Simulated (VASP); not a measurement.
# MgS (Fm-3m) in VASP: notebook

MgS is run at these levels: PBE; tasks: G0W0 quasiparticle levels.

Program: VASP 6.6.1. These are calculated values, not measurements. Logs are shortened: lines on timing, memory, paths and dates and some standing lists are left out, and cuts for length are marked.

## Step 1: The cell of the first run

It takes space group Fm-3m (No. 225, cubic). The conventional cell has a = 5.203 Å, b = 5.203 Å, c = 5.203 Å, α = 90.00°, β = 90.00°, γ = 90.00°. Mg (site symmetry m-3m) has 6 S at 2.60 Å within 3.4 Å. Within 3.4 Å of S (site symmetry m-3m) lie 6 Mg at 2.60 Å.

## Step 2: G0W0 quasiparticle levels, PBE

The input, POSCAR:

```
MgS
1.0
    0.0000000000      2.6015177399      2.6015177399
    2.6015177399      0.0000000000      2.6015177399
    2.6015177399      2.6015177399      0.0000000000
Mg S
1 1
Direct
    0.0000000000      0.0000000000      0.0000000000
    0.5000000000      0.5000000000      0.5000000000
```

The input, INCAR.step1:

```
SYSTEM = MgS
ALGO = Normal
EDIFF = 1E-8
ENCUT = 500
GGA = PE
ISMEAR = 0
LASPH = .TRUE.
LCHARG = .FALSE.
LREAL = .FALSE.
LWAVE = .TRUE.
NELM = 60
PREC = Accurate
SIGMA = 0.01
```

The input, INCAR.step2:

```
SYSTEM = MgS
ALGO = Exact
EDIFF = 1E-8
ENCUT = 500
GGA = PE
ISMEAR = 0
ISTART = 1
LASPH = .TRUE.
LCHARG = .FALSE.
LOPTICS = .TRUE.
LREAL = .FALSE.
LWAVE = .TRUE.
NBANDS = 136
NELM = 1
PREC = Accurate
SIGMA = 0.01
```

The input, INCAR.step3:

```
SYSTEM = MgS
ALGO = EVGW0
EDIFF = 1E-8
ENCUT = 500
ENCUTGW = 140.0
GGA = PE
ISMEAR = 0
ISTART = 1
LASPH = .TRUE.
LCHARG = .FALSE.
LREAL = .FALSE.
LWAVE = .FALSE.
NBANDS = 136
NBANDSGW = 12
NELMGW = 1
NOMEGA = 96
OMEGAMAX = 30
PREC = Accurate
PRECFOCK = Fast
SIGMA = 0.01
```

The input, KPOINTS:

```
k-points
0
G
  4 4 4
  0 0 0
```

Potentials or basis: VASP PAW PBE potentials, release 64 (Mg_GW, S_GW).

Command:

```bash
> cat potpaw_PBE.64/Mg_GW/POTCAR potpaw_PBE.64/S_GW/POTCAR > POTCAR
> cp INCAR.step1 INCAR
> mpirun -np 1 vasp_std > vasp.out
> cp INCAR.step2 INCAR
> mpirun -np 1 vasp_std > vasp.out
> cp INCAR.step3 INCAR
> mpirun -np 1 vasp_std > vasp.out
```

OUTCAR:

```text
SYSTEM = MgS
   EDIFF = 1E-8
   ENCUT = 500
   ENCUTGW = 140.0
   GGA = PE
   ISMEAR = 0
   ISTART = 1
   LASPH = .TRUE.
   LREAL = .FALSE.
   NELMGW = 1
   PREC = Accurate
   PRECFOCK = Fast

 ion  position               nearest neighbor table
   1  0.000  0.000  0.000-
   2  0.500  0.500  0.500-

  LATTYP: Found a face centered cubic cell.
 ALAT       =     5.2030354798

  Lattice vectors:

 A1 = (   0.0000000000,   2.6015177399,   2.6015177399)
 A2 = (   2.6015177399,   0.0000000000,   2.6015177399)
 A3 = (   2.6015177399,   2.6015177399,   0.0000000000)

Analysis of symmetry for initial positions (statically):
=====================================================================
 Subroutine PRICEL returns:
 Original cell was already a primitive cell.

 Routine SETGRP: Setting up the symmetry group for a
 face centered cubic supercell.

 Subroutine GETGRP returns: Found 48 space group operations
 (whereof 48 operations were pure point group operations)
 out of a pool of 48 trial point group operations.

The static configuration has the point symmetry O_h .

Analysis of symmetry for dynamics (positions and initial velocities):
=====================================================================
 Subroutine PRICEL returns:
 Original cell was already a primitive cell.

 Routine SETGRP: Setting up the symmetry group for a
 face centered cubic supercell.

 Subroutine GETGRP returns: Found 48 space group operations
 (whereof 48 operations were pure point group operations)
 out of a pool of 48 trial point group operations.

The dynamic configuration has the point symmetry O_h .

 Subroutine INISYM returns: Found 48 space group operations
 (whereof 48 operations are pure point group operations),
 and found     1 'primitive' translations

----------------------------------------------------------------------------------------

                                     Primitive cell

  volume of cell :      35.2136

  direct lattice vectors                    reciprocal lattice vectors
     0.000000000  2.601517740  2.601517740    -0.192195499  0.192195499  0.192195499
     2.601517740  0.000000000  2.601517740     0.192195499 -0.192195499  0.192195499
     2.601517740  2.601517740  0.000000000     0.192195499  0.192195499 -0.192195499

  length of vectors
     3.679101671  3.679101671  3.679101671     0.332892369  0.332892369  0.332892369

  position of ions in fractional coordinates (direct lattice)
     0.000000000  0.000000000  0.000000000
     0.500000000  0.500000000  0.500000000

  ion indices of the primitive-cell ions
   primitive index   ion index
                 1           1
                 2           2

----------------------------------------------------------------------------------------

 KPOINTS: k-points

Automatic generation of k-mesh.
 Grid dimensions read from file:
 generate k-points for:    4    4    4

 Generating k-lattice:

  Cartesian coordinates                     Fractional coordinates (reciprocal lattice)
    -0.048048875  0.048048875  0.048048875     0.250000000  0.000000000  0.000000000
     0.048048875 -0.048048875  0.048048875     0.000000000  0.250000000  0.000000000
     0.048048875  0.048048875 -0.048048875     0.000000000  0.000000000  0.250000000

  Length of vectors
     0.083223092  0.083223092  0.083223092

  Shift w.r.t. Gamma in fractional coordinates (k-lattice)
     0.000000000  0.000000000  0.000000000

 Subroutine IBZKPT returns following result:
 ===========================================

 Found      8 irreducible k-points:

 Following reciprocal coordinates:
            Coordinates               Weight
  0.000000  0.000000  0.000000      1.000000
  0.250000  0.000000  0.000000      8.000000
  0.500000  0.000000  0.000000      4.000000
  0.250000  0.250000  0.000000      6.000000
  0.500000  0.250000  0.000000     24.000000
 -0.250000  0.250000  0.000000     12.000000
  0.500000  0.500000  0.000000      3.000000
 -0.250000  0.500000  0.250000      6.000000
   k-points           NKPTS =      8   k-points in BZ     NKDIM =     64   number of bands    NBANDS=    136
   number of dos      NEDOS =    301   number of ions     NIONS =      2
   total plane-waves  NPLWV =  21952
   dimension x,y,z NGX =    28 NGY =   28 NGZ =   28
   dimension x,y,z NGXF=    56 NGYF=   56 NGZF=   56
   ions per type =               1   1
   NGX,Y,Z   is equivalent  to a cutoff of  12.65, 12.65, 12.65 a.u.
   NGXF,Y,Z  is equivalent  to a cutoff of  25.30, 25.30, 25.30 a.u.
 SYSTEM =  MgS
   PREC   = accura    normal or accurate (medium, high low for compatibility)
   ISTART =      1    job   : 0-new  1-cont  2-samecut
   ICHARG =      0    charge: 1-file 2-atom 10-const
   ISPIN  =      1    spin polarized calculation?
   LNONCOLLINEAR =      F non collinear calculations
   LSORBIT =      F    spin-orbit coupling
   LASPH  =      T    aspherical Exc in radial PAW
   ENCUT  =  500.0 eV  36.75 Ry    6.06 a.u.   6.71  6.71  6.71*2*pi/ulx,y,z
   NELM   =     60;   NELMIN=  2; NELMDL=  0     # of ELM steps
   EDIFF  = 0.1E-07   stopping-criterion for ELM
   LREAL  =      F    real-space projection
   EDIFFG = 0.1E-06   stopping-criterion for IOM
   NSW    =      0    number of steps for IOM
   IBRION =     -1    ionic relax: 0-MD 1-quasi-New 2-CG
   NFREE  =      0    steps in history (QN), initial steepest desc. (CG)
   ISIF   =      0    stress and relaxation
   ISYM   =      3    0-nonsym 1-usesym 2-fastsym
   POTIM  = 0.5000    time-step for ionic-motion
   TEBEG  =    0.0;   TEEND  =   0.0 temperature during run
   PSTRESS=    0.0 pullay stress
   NELECT =       8.0000    total number of electrons
   NUPDOWN=      -1.0000    fix difference up-down
   EMIN   =  10.00;   EMAX   =-10.00  energy-range for DOS
   EFERMI =   0.00;   METHOD = LEGACY
   ISMEAR =     0;   SIGMA  =   0.01  broadening in eV -4-tet -1-fermi 0-gaus
   EFERMI_NEDOS =   21; number of points for ismear=-14 and -15
   IALGO  =     38    algorithm
   IMIX   =      4    mixing-type and parameters
     AMIX     =   0.40;   BMIX     =  1.00
     AMIX_MAG =   1.60;   BMIX_MAG =  1.00
  volume/ion in A,a.u.               =      17.61       118.82
  Fermi-wavevector in a.u.,A,eV,Ry     =   0.998929  1.887702 13.576703  0.997860
  Thomas-Fermi vector in A             =   2.131185
   LORBIT       =      0    0 simple, 1 ext, 2 COOP (PROOUT), +10 PAW based schemes
   GGA     = PE    functional components
   LHFCALC =     T    Hartree Fock is set to
   PRECFOCK=fast      Normal, Fast or Accurate (Low or Medium for compatibility)
   ENCUT4O =  -1.0   cutoff for four orbital integrals eV
   NKREDX  =     1    reduce k-point grid by
   NKREDY  =     1    reduce k-point grid by
   NKREDZ  =     1    reduce k-point grid by
   AEXX    =    1.0000 exact exchange contribution
   HFSCREEN=    0.0000 screening length (either q_TF or 0.3 A-1)
   HFSCREENC=   0.0000 screening length for correlation (either q_TF or 0.3 A-1)
   ENCUTFOCK=  -1.0 apply spherical cutoff to Coloumb kernel
   IVDW    =     0    specifies the selected vdW correction
   LEPSILON=     F    determine dielectric tensor
   LRPA    =     F    only Hartree local field effects (RPA)
   LRPAFORCE           =     F    calculate RPA forces
   ENCUTGW             = 140.0    cutoff for response function in eV
   ENCUTGWSOFT         = 112.0    soft cutoff for Coulomb kernel in GW response function in eV
   ENCUTLF             =  -1.0    cutoff for local field effects
   NELMGW              =     1    number of iterations in solving QP/BSE equation
   NELMHF              =     1    number of iterations in the inner HF iteration
   NKREDLFX            =     1    NKREDLFY  =   1   NKREDLFZ  =   1
 non-spin polarized calculation
 Gauss-broadening in eV      SIGMA  =   0.01
  energy-cutoff  :      500.00
  volume of cell :       35.21
 maximum number of plane-waves:       896
 NGX is ok and might be reduce to    28
  NGX = 16; NGY = 16; NGZ = 16
   NGX = 13   NGY = 13   NGZ = 13
 maximum number of plane-waves:       138

 QP shifts <psi_nk| G(iteration)W_0 |psi_nk>: iteration 1
 for sc-GW calculations column KS-energies equals QP-energies in previous step
 and V_xc(KS)=  KS-energies - (<T + V_ion + V_H > + <T+V_H+V_ion>^1  + <V_x>^1)

 k-point   1 :       0.0000    0.0000    0.0000
  band No.  KS-energies  QP-energies   sigma(KS)   V_xc(KS)     V^pw_x(r,r')   Z            occupation Imag(sigma)

      1      -8.9031      -9.7428     -13.7819     -12.5924     -20.8482       0.7059       2.0000       1.5233
      2       3.7694       2.8450     -14.5024     -13.2991     -16.2918       0.7681       2.0000       0.0602
      3       3.7694       2.8450     -14.5024     -13.2991     -16.2918       0.7681       2.0000       0.0602
      4       3.7694       2.8450     -14.5024     -13.2991     -16.2918       0.7681       2.0000       0.0602
      5       7.4664       8.0215      -9.3052     -10.0068      -5.3349       0.7911       0.0000      -0.0845
      6      11.6705      12.2317      -8.6391      -9.3531      -4.2292       0.7859       0.0000      -0.1086
      7      11.6705      12.2317      -8.6391      -9.3531      -4.2292       0.7859       0.0000      -0.1086
      8      11.6705      12.2317      -8.6391      -9.3531      -4.2292       0.7859       0.0000      -0.1086
      9      14.0200      14.7695      -9.4896     -10.4704      -4.5845       0.7641       0.0000      -0.1682
     10      14.0200      14.7695      -9.4896     -10.4704      -4.5845       0.7641       0.0000      -0.1682
     11      16.3030      16.2803      -7.2848      -7.2547      -1.8104       0.7542       0.0000      -0.3357
     12      16.9252      17.3978      -7.8126      -8.4478      -2.0448       0.7440       0.0000      -0.4234

 k-point   2 :       0.2500    0.0000    0.0000
  band No.  KS-energies  QP-energies   sigma(KS)   V_xc(KS)     V^pw_x(r,r')   Z            occupation Imag(sigma)
[... 97 lines left out ...]
      1      -7.1745      -7.8012     -14.7010     -13.7976     -21.4358       0.6937       2.0000       1.1129
      2       0.5322      -0.5861     -12.7480     -11.2429     -15.3373       0.7431       2.0000       0.1117
      3       0.5322      -0.5861     -12.7480     -11.2429     -15.3373       0.7431       2.0000       0.1117
      4       1.4018       0.4061     -12.7868     -11.4684     -14.9863       0.7551       2.0000       0.0876
      5       8.9898       9.6424      -9.5469     -10.3801      -5.6087       0.7832       0.0000      -0.0918
      6      11.6928      12.2092      -9.3805     -10.0469      -4.8531       0.7750       0.0000      -0.1197
      7      11.6928      12.2092      -9.3805     -10.0469      -4.8531       0.7750       0.0000      -0.1197
      8      11.7890      12.4062      -8.5747      -9.3748      -3.8719       0.7714       0.0000      -0.1369
      9      18.0550      18.5598      -9.1595      -9.8361      -3.0984       0.7461       0.0000      -0.5357
     10      18.0550      18.5598      -9.1595      -9.8361      -3.0984       0.7461       0.0000      -0.5357
     11      19.3448      19.9771      -9.7954     -10.6351      -3.7099       0.7529       0.0000      -0.5991
     12      19.4521      20.2536     -10.9788     -12.0562      -4.7658       0.7439       0.0000      -0.5217
```

Run time: 96 s. Hardware: 1 thread of Intel Xeon Platinum 8488C (Sapphire Rapids), shared host; peak memory 0.33 GiB.

Results:

```yaml
Quasiparticle_gap: 4.25 eV
Least_direct_quasiparticle_gap: 5.18 eV
Band_gap_of_the_starting_levels_on_the_mesh: 2.75 eV
Least_direct_gap_of_the_starting_levels_on_the_mesh: 3.70 eV
```

Caveat: the k points lie up to 0.52 Å⁻¹ apart; bands, screening cutoff and mesh are small and nothing is extrapolated, so the quasiparticle values aren't converged.

(Continued in part 2 of 3.)
